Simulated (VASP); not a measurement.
Set up this calculation in VASP 6.6.1, as the native input.

```yaml
Task: single point
Functional: PBEsol
Potentials_or_basis: VASP PAW PBE potentials, release 64 (Ta_pv, N)
Cutoff: 600 eV
k_mesh: 12 × 12 × 12
Occupations: gaussian, width 0.1 eV
Spin: no spin polarisation
Dipole_correction: no
Further_INCAR_settings: ALGO = Normal; EDIFF = 1e-06; NBANDS = 33
```

The structure of TaN lies in POSCAR:

```
TaN
1.0
    5.2701032154      0.0000000000      0.0000000000
   -2.6350516077      4.5640432651      0.0000000000
    0.0000000000      0.0000000000      2.9170179173
Ta N
3 3
Direct
    0.0000000000      0.0000000000      0.0000000000
    0.3333333333      0.6666666667      0.5000000000
    0.6666666667      0.3333333333      0.5000000000
    0.5000000000      0.0000000000      0.0000000000
    0.5000000000      0.5000000000      0.0000000000
    0.0000000000      0.5000000000      0.0000000000
```

The input as run:

INCAR

```
SYSTEM = TaN
  ALGO = Normal
  EDIFF = 1E-6
  ENCUT = 600
  GGA = PS
  GGA_COMPAT = .False.
  ISIF = 2
  ISMEAR = 0
  LASPH = .True.
  LCHARG = .False.
  LREAL = .False.
  LWAVE = .False.
  NBANDS = 33
  NELM = 120
  PREC = Accurate
  SIGMA = 0.1
```

KPOINTS

```
k-points
0
Gamma
  12 12 12
  0 0 0
```

Potentials or basis: VASP PAW PBE potentials, release 64 (Ta_pv, N).

Launch:

```console
$ cat potpaw_PBE.64/Ta_pv/POTCAR potpaw_PBE.64/N/POTCAR > POTCAR
$ mpirun -np 1 vasp_std > vasp.out
```

It gave:

```json
{
 "Pressure": "-7.6 GPa",
 "Band gap on the k mesh": "zero (bands 24 and 25 overlap by 2.11 eV)"
}
```

Caveat: the cell stands under tension; the PAW data sets were made with another functional, which shifts forces and pressure a little; spin-orbit coupling is left out, which moves the levels of the heavy elements.

Run time: 2.3 min on 1 thread of Intel(R) Xeon(R) 6975P-C (Granite Rapids), on a shared host, peak memory 0.42 GiB.
